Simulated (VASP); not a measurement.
# SrO in VASP: a series of runs

SrO is run at these levels: PBE, r2SCAN; tasks: single point.

Program: VASP 6.6.1. These are calculated values, not measurements. Logs are shortened: lines on timing, memory, paths and dates and some standing lists are left out, and cuts for length are marked.

## 1. The cell of the first run

It takes space group Fm-3m (No. 225, cubic). The conventional cell has a = 5.128 Å, b = 5.128 Å, c = 5.128 Å, α = 90.00°, β = 90.00°, γ = 90.00°. Within 3.4 Å of Sr (site symmetry m-3m) lie 6 O at 2.56 Å. Within 3.4 Å of O (site symmetry m-3m) lie 6 Sr at 2.56 Å.

## 2. Single point, PBE (strain -0.6%)

Input file INCAR:

```
SYSTEM = SrO
  PREC = Accurate
  ENCUT = 520
  EDIFF = 1E-7
  ISMEAR = -1
  SIGMA = 0.02
  LREAL = .FALSE.
  LASPH = .TRUE.
  NELM = 60
  ALGO = Normal
  ISIF = 2
  LWAVE = .FALSE.
  LCHARG = .FALSE.
  GGA = PE
  NBANDS = 15
```

Input file KPOINTS:

```
regular mesh
0
G
  8 8 8
  0 0 0
```

Input file POSCAR:

```
SrO
1.0
    0.0000000000      2.5638969941      2.5638969941
    2.5638969941      0.0000000000      2.5638969941
    2.5638969941      2.5638969941      0.0000000000
Sr O
1 1
Direct
    0.0000000000      0.0000000000      0.0000000000
    0.5000000000      0.5000000000      0.5000000000
```

Potentials or basis: VASP PAW PBE potentials, release 64 (Sr_sv, O).

Launch:

```
$ cat potpaw_PBE.64/Sr_sv/POTCAR potpaw_PBE.64/O/POTCAR > POTCAR
$ mpirun -np 1 vasp_std > vasp.out
```

OUTCAR:

```text
SYSTEM = SrO
   PREC = Accurate
   ENCUT = 520
   EDIFF = 1E-7
   ISMEAR = -1
   LREAL = .FALSE.
   LASPH = .TRUE.
   NELM = 60
   ISIF = 2
   GGA = PE

 ion  position               nearest neighbor table
   1  0.000  0.000  0.000-   2 2.56   2 2.56   2 2.56   2 2.56   2 2.56   2 2.56
   2  0.500  0.500  0.500-   1 2.56   1 2.56   1 2.56   1 2.56   1 2.56   1 2.56

  LATTYP: Found a face centered cubic cell.
 ALAT       =     5.1277939882

  Lattice vectors:

 A1 = (   0.0000000000,   2.5638969941,   2.5638969941)
 A2 = (   2.5638969941,   0.0000000000,   2.5638969941)
 A3 = (   2.5638969941,   2.5638969941,   0.0000000000)

Analysis of symmetry for initial positions (statically):
=====================================================================
 Subroutine PRICEL returns:
 Original cell was already a primitive cell.

 Routine SETGRP: Setting up the symmetry group for a
 face centered cubic supercell.

 Subroutine GETGRP returns: Found 48 space group operations
 (whereof 48 operations were pure point group operations)
 out of a pool of 48 trial point group operations.

The static configuration has the point symmetry O_h .

Analysis of symmetry for dynamics (positions and initial velocities):
=====================================================================
 Subroutine PRICEL returns:
 Original cell was already a primitive cell.

 Routine SETGRP: Setting up the symmetry group for a
 face centered cubic supercell.

 Subroutine GETGRP returns: Found 48 space group operations
 (whereof 48 operations were pure point group operations)
 out of a pool of 48 trial point group operations.

The dynamic configuration has the point symmetry O_h .

 Subroutine INISYM returns: Found 48 space group operations
 (whereof 48 operations are pure point group operations),
 and found     1 'primitive' translations

----------------------------------------------------------------------------------------

                                     Primitive cell

  volume of cell :      33.7079

  direct lattice vectors                    reciprocal lattice vectors
     0.000000000  2.563896994  2.563896994    -0.195015635  0.195015635  0.195015635
     2.563896994  0.000000000  2.563896994     0.195015635 -0.195015635  0.195015635
     2.563896994  2.563896994  0.000000000     0.195015635  0.195015635 -0.195015635

  length of vectors
     3.625897902  3.625897902  3.625897902     0.337776988  0.337776988  0.337776988

  position of ions in fractional coordinates (direct lattice)
     0.000000000  0.000000000  0.000000000
     0.500000000  0.500000000  0.500000000

  ion indices of the primitive-cell ions
   primitive index   ion index
                 1           1
                 2           2

----------------------------------------------------------------------------------------

 KPOINTS: regular mesh

Automatic generation of k-mesh.
 Grid dimensions read from file:
 generate k-points for:    8    8    8

 Generating k-lattice:

  Cartesian coordinates                     Fractional coordinates (reciprocal lattice)
    -0.024376954  0.024376954  0.024376954     0.125000000  0.000000000  0.000000000
     0.024376954 -0.024376954  0.024376954     0.000000000  0.125000000  0.000000000
     0.024376954  0.024376954 -0.024376954     0.000000000  0.000000000  0.125000000

  Length of vectors
     0.042222123  0.042222123  0.042222123

  Shift w.r.t. Gamma in fractional coordinates (k-lattice)
     0.000000000  0.000000000  0.000000000

 Subroutine IBZKPT returns following result:
 ===========================================

 Found     29 irreducible k-points:

 Following reciprocal coordinates:
            Coordinates               Weight
  0.000000  0.000000  0.000000      1.000000
  0.125000  0.000000  0.000000      8.000000
  0.250000  0.000000  0.000000      8.000000
  0.375000  0.000000  0.000000      8.000000
  0.500000  0.000000  0.000000      4.000000
  0.125000  0.125000  0.000000      6.000000
[... 16 lines left out ...]
  0.500000  0.250000  0.125000     48.000000
 -0.375000  0.250000  0.125000     24.000000
 [... further k-points ...]
   k-points           NKPTS =     29   k-points in BZ     NKDIM =     29   number of bands    NBANDS=     15
   number of dos      NEDOS =    301   number of ions     NIONS =      2
   total plane-waves  NPLWV =  21952
   dimension x,y,z NGX =    28 NGY =   28 NGZ =   28
   dimension x,y,z NGXF=    56 NGYF=   56 NGZF=   56
   ions per type =               1   1
   NGX,Y,Z   is equivalent  to a cutoff of  12.84, 12.84, 12.84 a.u.
   NGXF,Y,Z  is equivalent  to a cutoff of  25.68, 25.68, 25.68 a.u.
 SYSTEM =  SrO
   PREC   = accura    normal or accurate (medium, high low for compatibility)
   ISTART =      0    job   : 0-new  1-cont  2-samecut
   ICHARG =      2    charge: 1-file 2-atom 10-const
   ISPIN  =      1    spin polarized calculation?
   LNONCOLLINEAR =      F non collinear calculations
   LSORBIT =      F    spin-orbit coupling
   LASPH  =      T    aspherical Exc in radial PAW
   ENCUT  =  520.0 eV  38.22 Ry    6.18 a.u.   6.74  6.74  6.74*2*pi/ulx,y,z
   NELM   =     60;   NELMIN=  2; NELMDL= -5     # of ELM steps
   EDIFF  = 0.1E-06   stopping-criterion for ELM
   LREAL  =      F    real-space projection
   EDIFFG = 0.1E-05   stopping-criterion for IOM
   NSW    =      0    number of steps for IOM
   IBRION =     -1    ionic relax: 0-MD 1-quasi-New 2-CG
   NFREE  =      0    steps in history (QN), initial steepest desc. (CG)
   ISIF   =      2    stress and relaxation
   ISYM   =      2    0-nonsym 1-usesym 2-fastsym
   POTIM  = 0.5000    time-step for ionic-motion
   TEBEG  =    0.0;   TEEND  =   0.0 temperature during run
   PSTRESS=    0.0 pullay stress
   NELECT =      16.0000    total number of electrons
   NUPDOWN=      -1.0000    fix difference up-down
   EMIN   =  10.00;   EMAX   =-10.00  energy-range for DOS
   EFERMI =   0.00;   METHOD = LEGACY
   ISMEAR =    -1;   SIGMA  =   0.02  broadening in eV -4-tet -1-fermi 0-gaus
   EFERMI_NEDOS =   21; number of points for ismear=-14 and -15
   IALGO  =     38    algorithm
   IMIX   =      4    mixing-type and parameters
     AMIX     =   0.40;   BMIX     =  1.00
     AMIX_MAG =   1.60;   BMIX_MAG =  1.00
  volume/ion in A,a.u.               =      16.85       113.74
  Fermi-wavevector in a.u.,A,eV,Ry     =   1.277039  2.413254 22.188780  1.630829
  Thomas-Fermi vector in A             =   2.409661
   LORBIT       =      0    0 simple, 1 ext, 2 COOP (PROOUT), +10 PAW based schemes
   GGA     = PE    functional components
   LHFCALC =     F    Hartree Fock is set to
   AEXX    =    0.0000 exact exchange contribution
   IVDW    =     0    specifies the selected vdW correction
   LEPSILON=     F    determine dielectric tensor
   LRPA    =     F    only Hartree local field effects (RPA)
 non-spin polarized calculation
  energy-cutoff  :      520.00
  volume of cell :       33.71
 maximum number of plane-waves:       934
   NGX = 13   NGY = 13   NGZ = 13

 number of electron      15.9999996 magnetization

 Free energy of the ion-electron system (eV)
  ---------------------------------------------------
  ext. energy  EPLUGINS =         0.00000000
  ---------------------------------------------------
  free energy    TOTEN  =       -12.03454490 eV

  energy without entropy =      -12.03454490  energy(sigma->0) =      -12.03454490

 E-fermi :   2.1611     XC(G=0): -10.0656

 val. band max:        1.7029287772   @ k =   0.0000   0.0000   0.0000
 cond. band min:       4.9627255401   @ k =   0.5000   0.5000   0.0000
 fundamental gap:      3.2597967629
 Fermi energy:         2.1610801993

 k-point     1 :       0.0000    0.0000    0.0000
  band No.  band energies     occupation
      1     -30.6573      2.00000
      2     -13.3977      2.00000
      3     -12.2864      2.00000
      4     -12.2864      2.00000
      5     -12.2864      2.00000
      6       1.7029      2.00000
      7       1.7029      2.00000
      8       1.7029      2.00000
      9       5.7459      0.00000
     10       7.9317      0.00000
     11       7.9317      0.00000
     12       7.9317      0.00000
     13      10.1176      0.00000
     14      10.1176      0.00000
     15      14.4558      0.00000

 k-point     2 :       0.1250    0.0000    0.0000
  band No.  band energies     occupation
      1     -30.6367      2.00000
      2     -13.7656      2.00000
      3     -12.2988      2.00000
      4     -12.2988      2.00000
      5     -11.9693      2.00000
      6       1.2488      2.00000
      7       1.5027      2.00000
      8       1.5027      2.00000
      9       6.4457      0.00000
     10       7.7831      0.00000
     11       8.2402      0.00000
     12       8.2402      0.00000
     13      10.5306      0.00000
     14      10.5306      0.00000
     15      15.4592      0.00000

 k-point     3 :       0.2500    0.0000    0.0000
  band No.  band energies     occupation
      1     -30.5863      2.00000
      2     -14.3439      2.00000
      3     -12.3284      2.00000
      4     -12.3284      2.00000
      5     -11.5134      2.00000
      6       0.4181      2.00000
      7       1.0710      2.00000
      8       1.0710      2.00000
      9       7.7183      0.00000
     10       7.9948      0.00000
     11       9.0777      0.00000
     12       9.0777      0.00000
     13      11.5620      0.00000
     14      11.5620      0.00000
     15      17.4669      0.00000

 k-point     4 :       0.3750    0.0000    0.0000
  band No.  band energies     occupation
      1     -30.5352      2.00000
      2     -14.7771      2.00000
      3     -12.3575      2.00000
      4     -12.3575      2.00000
      5     -11.2028      2.00000
      6      -0.2395      2.00000
      7       0.6935      2.00000
      8       0.6935      2.00000
      9       8.0519      0.00000
     10       9.5223      0.00000
     11      10.1002      0.00000
     12      10.1002      0.00000
     13      12.8410      0.00000
     14      12.8410      0.00000
     15      17.3147      0.00000
[... 307 lines left out ...]
 k-point    22 :       0.3750    0.2500    0.1250
  band No.  band energies     occupation
      1     -30.5497      2.00000
      2     -14.3685      2.00000
      3     -12.5523      2.00000
      4     -12.3893      2.00000
      5     -11.5568      2.00000
      6       0.2276      2.00000
      7       0.9964      2.00000
      8       1.4281      2.00000
      9       6.7724      0.00000
     10       8.3120      0.00000
     11       9.9629      0.00000
     12      10.3241      0.00000
     13      11.7209      0.00000
     14      12.5530      0.00000
     15      18.3689      0.00000

 k-point    23 :       0.5000    0.2500    0.1250
  band No.  band energies     occupation
      1     -30.5092      2.00000
      2     -14.5415      2.00000
      3     -12.6608      2.00000
      4     -12.4653      2.00000
      5     -11.4847      2.00000
      6       0.1566      2.00000
      7       0.7577      2.00000
      8       1.1818      2.00000
      9       7.2846      0.00000
     10       8.9385      0.00000
     11      10.6673      0.00000
     12      10.8223      0.00000
     13      12.8395      0.00000
     14      13.8157      0.00000
     15      16.1026      0.00000

 k-point    24 :      -0.3750    0.2500    0.1250
  band No.  band energies     occupation
      1     -30.4922      2.00000
      2     -14.6103      2.00000
      3     -12.6841      2.00000
      4     -12.5213      2.00000
      5     -11.4554      2.00000
      6       0.1189      2.00000
      7       0.8306      2.00000
      8       0.9123      2.00000
      9       8.1010      0.00000
     10       8.4690      0.00000
     11      11.0758      0.00000
     12      11.2471      0.00000
     13      13.3673      0.00000
     14      14.7127      0.00000
     15      15.1594      0.00000

 [... further k-points ...]

------------------------ aborting loop because EDIFF is reached ----------------------------------------

  FORCE on cell =-STRESS in cart. coord.  units (eV):
  Direction    XX          YY          ZZ          XY          YZ          ZX
  --------------------------------------------------------------------------------------
  -------------------------------------------------------------------------------------
  Total        0.8856665      0.8856665      0.8856665      0.0000000     -0.0000000      0.0000000
  in kB       42.0967993     42.0967993     42.0967993      0.0000000     -0.0000000      0.0000000
  external PRESSURE =      42.0967993 kB  Pullay stress =       0.0000000 kB

 VOLUME and BASIS-vectors are now :
 -----------------------------------------------------------------------------
  energy-cutoff  :      520.00
  volume of cell :       33.71
      direct lattice vectors                 reciprocal lattice vectors
     0.000000000  2.563896994  2.563896994    -0.195015635  0.195015635  0.195015635
     2.563896994  0.000000000  2.563896994     0.195015635 -0.195015635  0.195015635
     2.563896994  2.563896994  0.000000000     0.195015635  0.195015635 -0.195015635

 POSITION                                       TOTAL-FORCE (eV/Angst)
 -----------------------------------------------------------------------------------
      0.00000      0.00000      0.00000        -0.000000     -0.000000     -0.000000
      2.56390      2.56390      2.56390         0.000000      0.000000      0.000000
 -----------------------------------------------------------------------------------
    total drift:                                0.000000      0.000000      0.000000

  FREE ENERGIE OF THE ION-ELECTRON SYSTEM (eV)
  ---------------------------------------------------
  free  energy   TOTEN  =       -12.0345449002 eV

  energy  without entropy=      -12.0345449002  energy(sigma->0) =      -12.03454490
```

Wall time 16 s (1 thread of Intel Xeon Platinum 8259CL at 2.50GHz (Skylake/Cascade Lake), shared host); peak memory 0.16 GiB.

What came out:

```yaml
Free_energy: -12.0345 eV
Pressure: 4.2 GPa
Band_gap_on_the_k_mesh: 3.26 eV (least direct gap 3.34 eV)
```

Caveat: the cell differs from its parent crystal (strain -0.6%); the cell stands under pressure. A k mesh can miss the band edges.

## 3. Single point, r2SCAN (strain -0.6%)

POSCAR is that of step 2.

Input file INCAR.step1:

```
SYSTEM = SrO
PREC = Accurate
ENCUT = 520
ISMEAR = 0
SIGMA = 0.01
LREAL = .False.
LASPH = .True.
NELM = 100
NBANDS = 15
GGA = PE
ALGO = Normal
EDIFF = 1E-4
LWAVE = .True.
LCHARG = .False.
```

Input file INCAR.step2:

```
SYSTEM = SrO
PREC = Accurate
ENCUT = 520
EDIFF = 1E-7
ISMEAR = 0
SIGMA = 0.01
LREAL = .False.
LASPH = .True.
NELM = 100
ALGO = Normal
ISIF = 2
LWAVE = .False.
LCHARG = .False.
METAGGA = R2SCAN
LMIXTAU = .True.
NBANDS = 15
ISTART = 1
```

Input file KPOINTS:

```
regular mesh
0
Gamma
  8 8 8
  0 0 0
```

Potentials or basis: VASP PAW PBE potentials, release 64 (Sr_sv, O).

Launch:

```
$ cat potpaw_PBE.64/Sr_sv/POTCAR potpaw_PBE.64/O/POTCAR > POTCAR
$ cp INCAR.step1 INCAR
$ mpirun -np 1 vasp_std > vasp.out
$ cp INCAR.step2 INCAR
$ mpirun -np 1 vasp_std > vasp.out
```

Run time: 84 s. Hardware: 1 thread of Intel Xeon Platinum 8259CL at 2.50GHz (Skylake/Cascade Lake), shared host; peak memory 0.17 GiB.

The run converged. Its results:

| Item | Value |
| --- | --- |
| Free energy | -27.0494 eV |
| Pressure | 2.4 GPa |
| Band gap on the k mesh | 3.74 eV (least direct gap 3.82 eV) |

Levels at points of the mesh, in eV from the valence-band top:
```
           k point  band 6  band 7  band 8  band 9  band 10  band 11
(0.00, 0.00, 0.00)    0.00    0.00    0.00    4.72     6.80     6.80
(0.50, 0.00, 0.00)   -2.13   -1.15   -1.15    7.15     9.15     9.53
(0.50, 0.50, 0.00)   -0.41   -0.08   -0.08    3.74     8.59    10.98
```

Caveat: the cell differs from its parent crystal (strain -0.6%); the PAW data sets were made with another functional, which shifts forces and pressure a little.

(Continued in part 2 of 2.)
